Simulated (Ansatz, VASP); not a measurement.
# BP in VASP and in Ansatz

```
B P
1.0
     0.00000    2.22201    2.22201
     2.22201    0.00000    2.22201
     2.22201    2.22201    0.00000
B P
1 1
Cartesian
  0.0000 0.0000 0.0000
  1.1110 1.1110 1.1110
```

Alike in both runs: task single point; functional r2SCAN; k mesh 8 × 8 × 8; no spin polarisation.

|  | VASP | Ansatz |
| --- | --- | --- |
| version | VASP 6.6.1 | Ansatz 0.2.0 |
| potentials or method | VASP PAW PBE potentials, release 64 (B, P) | plane waves, PAW |
| plane-wave cutoff (eV) | 550 | 500 |
| occupations | gaussian, width 0.01 eV | fixed |
| valence electrons in the cell | 8 | 8 |

```csv
,VASP,Ansatz,Ansatz less VASP
gap on the k mesh at the Fermi level (eV),1.40,1.37,-0.030
pressure (GPa),11.2,11.8,+0.59
```

VASP's potentials were made for PBE, not for r2SCAN.
